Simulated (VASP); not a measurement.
# GaSi62 (a cell with a defect) in VASP: single point with PBE+D3(BJ)

Aim: the single point of GaSi62 (a cell with a defect) with PBE+D3(BJ).

Everything below comes from runs of VASP 6.6.1. Logs are shortened: lines on timing, memory, paths and dates and some standing lists are left out, and cuts for length are marked.

### Step 1. The cell of the first run

The cell holds a defect, 63 atoms: a = 10.860 Å, b = 10.860 Å, c = 10.860 Å, α = 90.00°, β = 90.00°, γ = 90.00°.

### Step 2. Single point, PBE+D3(BJ), collinear spin, zero start

The input, INCAR:

```
  PREC = Accurate
  ENCUT = 520
  EDIFF = 1E-6
  ISMEAR = 0
  SIGMA = 0.02
  LREAL = Auto
  LASPH = True
  NELM = 150
  ALGO = Normal
  ISIF = 2
  LWAVE = False
  LCHARG = False
  ISPIN = 2
  MAGMOM = 0 0 0 0 0 0 0 0 0 0 0 0 0 0 0 0 0 0 0 0 0 0 0 0 0 0 0 0 0 0 0 0 0 0 0 0 0 0 0 0 0 0 0 0 0 0 0 0 0 0 0 0 0 0 0 0 0 0 0 0 0 0 0
  LORBIT = 11
  GGA = PE
  IVDW = 12
  NELECT = 259.0
  NBANDS = 172
```

The input, KPOINTS:

```
regular mesh
0
Gamma
  1 1 1
```

The input, POSCAR:

```
GaSi62
1.0
   10.8600000000      0.0000000000      0.0000000000
    0.0000000000     10.8600000000      0.0000000000
    0.0000000000      0.0000000000     10.8600000000
Si Ga
62 1
Direct
    0.4984380295     -0.0006926335      0.0016066298
    0.6246629834      0.1252786372      0.1244521179
    0.7510812155      0.2507419890      0.0014148250
    0.8770558011      0.3761075506      0.1256362799
    0.7513019337     -0.0013095764      0.2494310313
    0.8757519337      0.1242975138      0.3742102210
   -0.0044088398      0.0013325967     -0.0058517495
    0.1239073665      0.1245716390      0.1242773481
    0.2496890424      0.2513802026      0.0015011050
    0.3756454880      0.3744814917      0.1265410681
    0.4992834254      0.5000919890      0.0014326888
    0.6257469613      0.6273602210      0.1228043278
    0.7477919890      0.7571991713     -0.0078488950
    0.8738286372      0.8761363720      0.1213007366
    0.2512037753     -0.0001034070      0.2516430018
    0.3813604052      0.1230734807      0.3800024862
    0.5013946593      0.2486309392      0.2515874770
    0.6265174954      0.3703201657      0.3788036832
    0.7502618785      0.4998941068      0.2504605893
    0.8767565378      0.6250828729      0.3741075506
    0.5088249540     -0.0039437385      0.5069734807
    0.7528313076      0.2430788214      0.5058815838
    0.8754148250      0.3754281768      0.6249544199
    0.8686636280      0.1284791897      0.8667851750
   -0.0005475138      0.5017787293     -0.0004842541
    0.1248916206      0.6250616022      0.1250013812
    0.2490116943      0.7500313996     -0.0001187845
    0.3740515654      0.8731193370      0.1259005525
    0.0017084715      0.2510149171      0.2508381215
    0.1277126151      0.3737650092      0.3764452118
    0.2505434622      0.4994899632      0.2506350829
    0.3760127072      0.6227405157      0.3761192449
    0.4994067219      0.7482521179      0.2505068140
    0.6260924494      0.8734226519      0.3738590239
    0.0012667587      0.0002046041      0.4999245856
    0.1261532228      0.1258178637      0.6242590239
    0.2542573665      0.2483437385      0.5016947514
    0.3833989871      0.3672783610      0.6277418969
    0.5017212707      0.4968127072      0.5015434622
    0.6244395948      0.6246953039      0.6244644567
    0.7505653775      0.7491101289      0.5002002762
    0.8694640884      0.8815354512      0.6228070902
    0.2510927256     -0.0008108656      0.7508883057
    0.3739504604      0.1251743094      0.8771313996
    0.5108664825      0.2400033149      0.7554708103
    0.6257582873      0.3761451197      0.8772409761
    0.7510022099      0.4997243094      0.7510612339
    0.8739152855      0.6275785451      0.8738169429
   -0.0009395948      0.7507646409      0.2478526703
    0.1246605893      0.8734944751      0.3739063536
    0.0014641805      0.4994537753      0.4987406998
    0.1250927256      0.6246356354      0.6252746777
    0.2499313076      0.7484323204      0.4985098527
    0.3742175875      0.8738577348      0.6244476059
    0.0017960405      0.2511723757      0.7494443831
    0.1250953959      0.3762763352      0.8761781768
    0.2527403315      0.4971636280      0.7497960405
    0.3741016575      0.6244327808      0.8762593002
    0.4982817680      0.7482901473      0.7497007366
    0.6200734807      0.8844354512      0.8645877532
   -0.0034168508      0.7541257827      0.7489449355
    0.1239147330      0.8757372007      0.8740383978
    0.6759826888      0.0620179558      0.6983011050
```

Potentials or basis: VASP PAW PBE potentials, release 64 (Si, Ga_d).

On the command line:

```console
> cat potpaw_PBE.64/Si/POTCAR potpaw_PBE.64/Ga_d/POTCAR > POTCAR
> mpirun -np 1 vasp_gam > vasp.out
```

OUTCAR:

```text
PREC = Accurate
   ENCUT = 520
   EDIFF = 1E-6
   ISMEAR = 0
   LREAL = Auto
   LASPH = True
   NELM = 150
   ISIF = 2
   ISPIN = 2
   LORBIT = 11
   GGA = PE
   IVDW = 12
   NELECT = 259.0
 IVDW          = 12

 ion  position               nearest neighbor table
   1  0.498  0.999  0.002-  60 2.35  44 2.35  28 2.35   2 2.35
   2  0.625  0.125  0.124-  17 2.34   3 2.35   1 2.35   5 2.37
   3  0.751  0.251  0.001-  46 2.35   2 2.35  24 2.35   4 2.35
   4  0.877  0.376  0.126-  25 2.35  29 2.35  19 2.35   3 2.35
   5  0.751  0.999  0.249-  14 2.34   6 2.35  34 2.35   2 2.37
   6  0.876  0.124  0.374-  22 2.34   5 2.35  35 2.35  29 2.36
[... 54 lines left out ...]
  61  0.997  0.754  0.749-  62 2.35  48 2.35  42 2.39  52 2.39
  62  0.124  0.876  0.874-  43 2.34  61 2.35   7 2.35  27 2.36
  63  0.676  0.062  0.698-  45 2.71  60 2.71  21 2.85  24 2.87  42 2.99  22 2.99

  LATTYP: Found a simple cubic cell.
 ALAT       =    10.8600000000

  Lattice vectors:

 A1 = (  10.8600000000,   0.0000000000,   0.0000000000)
 A2 = (   0.0000000000,  10.8600000000,   0.0000000000)
 A3 = (   0.0000000000,   0.0000000000,  10.8600000000)

Analysis of symmetry for initial positions (statically):
=====================================================================
 Subroutine PRICEL returns:
 Original cell was already a primitive cell.

 Routine SETGRP: Setting up the symmetry group for a
 simple cubic supercell.

 Subroutine GETGRP returns: Found  1 space group operations
 (whereof  1 operations were pure point group operations)
 out of a pool of 48 trial point group operations.

The static configuration has the point symmetry C_1 .

Analysis of symmetry for dynamics (positions and initial velocities):
=====================================================================
 Subroutine PRICEL returns:
 Original cell was already a primitive cell.

 Routine SETGRP: Setting up the symmetry group for a
 simple cubic supercell.

 Subroutine GETGRP returns: Found  1 space group operations
 (whereof  1 operations were pure point group operations)
 out of a pool of 48 trial point group operations.

The dynamic configuration has the point symmetry C_1 .

Analysis of structural, dynamic, and magnetic symmetry:
=====================================================================
 Subroutine PRICEL returns:
 Original cell was already a primitive cell.

 Routine SETGRP: Setting up the symmetry group for a
 simple cubic supercell.

 Subroutine GETGRP returns: Found  1 space group operations
 (whereof  1 operations were pure point group operations)
 out of a pool of 48 trial point group operations.

The overall configuration has the point symmetry C_1 .

 Subroutine INISYM returns: Found  1 space group operations
 (whereof  1 operations are pure point group operations),
 and found     1 'primitive' translations

----------------------------------------------------------------------------------------

                                     Primitive cell

  volume of cell :    1280.8241

  direct lattice vectors                    reciprocal lattice vectors
    10.860000000  0.000000000  0.000000000     0.092081031  0.000000000  0.000000000
     0.000000000 10.860000000  0.000000000     0.000000000  0.092081031  0.000000000
     0.000000000  0.000000000 10.860000000     0.000000000  0.000000000  0.092081031

  length of vectors
    10.860000000 10.860000000 10.860000000     0.092081031  0.092081031  0.092081031

  position of ions in fractional coordinates (direct lattice)
     0.498438030  0.999307366  0.001606630
     0.624662983  0.125278637  0.124452118
     0.751081216  0.250741989  0.001414825
     0.877055801  0.376107551  0.125636280
     0.751301934  0.998690424  0.249431031
     0.875751934  0.124297514  0.374210221
[... 55 lines left out ...]
     0.123914733  0.875737201  0.874038398
     0.675982689  0.062017956  0.698301105

  ion indices of the primitive-cell ions
   primitive index   ion index
[... 110 lines left out ...]
   NELM   =    150;   NELMIN=  2; NELMDL= -5     # of ELM steps
   EDIFF  = 0.1E-05   stopping-criterion for ELM
   LREAL  =      T    real-space projection
   EDIFFG = 0.1E-04   stopping-criterion for IOM
   NSW    =      0    number of steps for IOM
   IBRION =     -1    ionic relax: 0-MD 1-quasi-New 2-CG
   NFREE  =      0    steps in history (QN), initial steepest desc. (CG)
   ISIF   =      2    stress and relaxation
   ISYM   =      2    0-nonsym 1-usesym 2-fastsym
   POTIM  = 0.5000    time-step for ionic-motion
   TEBEG  =    0.0;   TEEND  =   0.0 temperature during run
   PSTRESS=    0.0 pullay stress
   NELECT =     259.0000    total number of electrons
   NUPDOWN=      -1.0000    fix difference up-down
   EMIN   =  10.00;   EMAX   =-10.00  energy-range for DOS
   EFERMI =   0.00;   METHOD = LEGACY
   ISMEAR =     0;   SIGMA  =   0.02  broadening in eV -4-tet -1-fermi 0-gaus
   EFERMI_NEDOS =   21; number of points for ismear=-14 and -15
   IALGO  =     38    algorithm
   IMIX   =      4    mixing-type and parameters
     AMIX     =   0.40;   BMIX     =  1.00
     AMIX_MAG =   1.60;   BMIX_MAG =  1.00
  volume/ion in A,a.u.               =      20.33       137.20
  Fermi-wavevector in a.u.,A,eV,Ry     =   0.960900  1.815838 12.562655  0.923329
  Thomas-Fermi vector in A             =   2.090225
   LORBIT       =     11    0 simple, 1 ext, 2 COOP (PROOUT), +10 PAW based schemes
   GGA     = PE    functional components
   LHFCALC =     F    Hartree Fock is set to
   AEXX    =    0.0000 exact exchange contribution
   IVDW    =    12    specifies the selected vdW correction
   LEPSILON=     F    determine dielectric tensor
   LRPA    =     F    only Hartree local field effects (RPA)
 spin polarized calculation
 Gauss-broadening in eV      SIGMA  =   0.02
  energy-cutoff  :      520.00
  volume of cell :     1280.82
 maximum number of plane-waves:     17229
 NGX is ok and might be reduce to    84
   NGX = 41   NGY = 41   NGZ = 41

 number of electron     258.9999992 magnetization       0.0007554

 number of electron     258.9999992 magnetization      -0.0006343

 Free energy of the ion-electron system (eV)
  ---------------------------------------------------
  ext. energy  EPLUGINS =         0.00000000
  ---------------------------------------------------
  free energy    TOTEN  =      -341.76030795 eV

  energy without entropy =     -341.74902420  energy(sigma->0) =     -341.75466607

 E-fermi :   5.5220     XC(G=0):  -9.3292

 val. band max:        5.5220024678   @ k =   0.0000   0.0000   0.0000
 cond. band min:       5.5220789707   @ k =   0.0000   0.0000   0.0000
 fundamental gap:      0.0000765029
 Fermi energy:         5.5220407193

 spin component 1

 k-point     1 :       0.0000    0.0000    0.0000
  band No.  band energies     occupation
      1      -8.9333      1.00000
      2      -8.9313      1.00000
      3      -8.9047      1.00000
      4      -8.9000      1.00000
      5      -8.8923      1.00000
      6      -6.1953      1.00000
[... 133 lines left out ...]
    140       6.9017      0.00000
    141       6.9040      0.00000
 Fermi energy:         5.5220407193

 spin component 2

 k-point     1 :       0.0000    0.0000    0.0000
  band No.  band energies     occupation
      1      -8.9334      1.00000
      2      -8.9313      1.00000
      3      -8.9047      1.00000
      4      -8.9000      1.00000
      5      -8.8923      1.00000
      6      -6.1953      1.00000
[... 133 lines left out ...]
    140       6.9017      0.00000
    141       6.9040      0.00000
 [bands above 141 left out]

------------------------ aborting loop because EDIFF is reached ----------------------------------------

 Edisp (eV)  -19.70290

 E6    (eV) :   -11.5179

 E8    (eV) :    -8.1850

  FORCE on cell =-STRESS in cart. coord.  units (eV):
  Direction    XX          YY          ZZ          XY          YZ          ZX
  --------------------------------------------------------------------------------------
  -------------------------------------------------------------------------------------
  Total     -24.05569   -24.02522   -24.06733     5.64555     5.63052    -5.46091
  in kB     -30.09116   -30.05304   -30.10573     7.06200     7.04319    -6.83103
  external pressure =      -30.08 kB  Pullay stress =        0.00 kB

 VOLUME and BASIS-vectors are now :
 -----------------------------------------------------------------------------
  energy-cutoff  :      520.00
  volume of cell :     1280.82
      direct lattice vectors                 reciprocal lattice vectors
    10.860000000  0.000000000  0.000000000     0.092081031  0.000000000  0.000000000
     0.000000000 10.860000000  0.000000000     0.000000000  0.092081031  0.000000000
     0.000000000  0.000000000 10.860000000     0.000000000  0.000000000  0.092081031

 POSITION                                       TOTAL-FORCE (eV/Angst)
 -----------------------------------------------------------------------------------
      5.41304     10.85248      0.01745         0.001930      0.000062     -0.004285
      6.78384      1.36053      1.35155         0.002098     -0.001023      0.002774
      8.15674      2.72306      0.01536        -0.004558     -0.004571     -0.006688
      9.52483      4.08453      1.36441         0.005063      0.003860      0.001684
      8.15914     10.84578      2.70882        -0.001103      0.002431     -0.000751
      9.51067      1.34987      4.06392         0.003964     -0.003741     -0.001773
[... 55 lines left out ...]
      1.34571      9.51051      9.49206        -0.000275      0.002069      0.002825
      7.34117      0.67351      7.58355        -0.014999      0.007761     -0.012907
 -----------------------------------------------------------------------------------
    total drift:                               -0.006530     -0.008903     -0.004075

  FREE ENERGIE OF THE ION-ELECTRON SYSTEM (eV)
  ---------------------------------------------------
  free  energy   TOTEN  =      -361.4632078760 eV

  energy  without entropy=     -361.4519241256  energy(sigma->0) =     -361.45756600

 total charge

# of ion       s       p       d       tot
------------------------------------------
    1        0.742   0.946   0.000   1.688
    2        0.740   0.948   0.000   1.688
    3        0.743   0.943   0.000   1.685
    4        0.743   0.943   0.000   1.686
    5        0.740   0.949   0.000   1.689
    6        0.742   0.945   0.000   1.687
[... 55 lines left out ...]
   62        0.739   0.952   0.000   1.691
   63        0.881   0.604   9.937  11.423
--------------------------------------------------
tot         47.011  58.601   9.937 115.549

 magnetization (x)

# of ion       s       p       d       tot
------------------------------------------
    1       -0.000  -0.000   0.000  -0.000
    2       -0.000  -0.000   0.000  -0.000
    3       -0.000  -0.000   0.000  -0.000
    4       -0.000  -0.000   0.000  -0.000
    5       -0.000  -0.000   0.000  -0.000
    6       -0.000  -0.000   0.000  -0.000
[... 55 lines left out ...]
   62       -0.000  -0.000   0.000  -0.000
   63       -0.000  -0.000  -0.000  -0.000
--------------------------------------------------
tot         -0.000  -0.001  -0.000  -0.001
```

Wall time 22 min (1 thread of Intel Xeon 8259CL, shared host); peak memory 1.4 GiB.

Results:

```yaml
Free_energy: -361.4632 eV
Largest_force: 0.021 eV/Å
Net_moment: 0.00 μB per cell
Valence_electrons_inside_the_program's_atomic_spheres: Si 1.69, 1.67, 1.63, 1.64 (each value once); Ga 11.42
Dispersion_energy_per_atom: -0.313 eV
```

Forces in eV/Å, atoms in the order of the input:
```
Si   0.002  0.000 -0.004
Si   0.002 -0.001  0.003
Si  -0.005 -0.005 -0.007
Si   0.005  0.004  0.002
Si  -0.001  0.002 -0.001
Si   0.004 -0.004 -0.002
Si   0.002 -0.004  0.003
Si  -0.001  0.004 -0.001
Si  -0.003 -0.002 -0.002
Si   0.001  0.002  0.003
Si  -0.002  0.001  0.000
Si  -0.006 -0.002 -0.001
Si  -0.001  0.000  0.001
Si   0.001  0.003  0.000
Si   0.000 -0.002  0.001
Si   0.003  0.008  0.000
Si  -0.001  0.004  0.000
Si  -0.005  0.003 -0.003
Si   0.003  0.000  0.002
Si   0.005  0.000  0.000
Si   0.000 -0.004  0.003
Si   0.008  0.001  0.001
Si   0.000  0.001  0.001
Si   0.008  0.008  0.011
Si  -0.002 -0.003  0.002
Si   0.002  0.002  0.000
Si  -0.004 -0.001  0.001
Si   0.000 -0.002  0.001
Si  -0.002 -0.002 -0.002
Si   0.001  0.002  0.000
Si   0.001 -0.004  0.001
Si   0.000 -0.001  0.001
Si   0.001  0.005  0.002
Si  -0.001 -0.006 -0.007
Si   0.005  0.003 -0.010
Si   0.001  0.001 -0.001
Si   0.002 -0.001 -0.001
Si  -0.001  0.001 -0.002
Si  -0.001  0.002 -0.001
Si   0.000 -0.001 -0.001
Si  -0.006 -0.007 -0.007
Si   0.009 -0.002 -0.003
Si  -0.001  0.003  0.001
Si  -0.002 -0.003  0.000
Si  -0.005  0.013  0.005
Si   0.001 -0.001 -0.002
Si   0.003  0.001  0.002
Si   0.002 -0.001  0.000
Si   0.002 -0.004  0.000
Si  -0.002  0.000  0.000
Si  -0.001  0.001  0.001
Si  -0.002  0.001 -0.008
Si   0.003  0.002  0.004
Si  -0.007 -0.009 -0.005
Si  -0.005 -0.005 -0.003
Si   0.001  0.001  0.005
Si   0.005 -0.002 -0.001
Si  -0.001 -0.004  0.006
Si   0.002  0.004 -0.002
Si  -0.007 -0.008  0.014
Si   0.004 -0.002  0.009
Si   0.000  0.002  0.003
Ga  -0.015  0.008 -0.013
```

Levels at points of the mesh, in eV from the Fermi level:
Spin up:
| k point | band 125 | band 126 | band 127 | band 128 | band 129 | band 130 | band 131 | band 132 | band 133 | band 134 |
| --- | --- | --- | --- | --- | --- | --- | --- | --- | --- | --- |
| (0.00, 0.00, 0.00) | -0.97 | -0.38 | -0.37 | -0.26 | -0.26 | 0.00 | 0.76 | 0.78 | 0.93 | 0.93 |
Spin down:
| k point | band 126 | band 127 | band 128 | band 129 | band 130 | band 131 | band 132 | band 133 | band 134 | band 135 |
| --- | --- | --- | --- | --- | --- | --- | --- | --- | --- | --- |
| (0.00, 0.00, 0.00) | -0.38 | -0.37 | -0.26 | -0.26 | 0.00 | 0.76 | 0.78 | 0.93 | 0.93 | 0.95 |

Caveat: the k points lie up to 0.58 Å⁻¹ apart; the cell carries a net charge on a neutralising background, which shifts energy and pressure; the cell is charged against a uniform background, so pressure and absolute levels hang on convention.
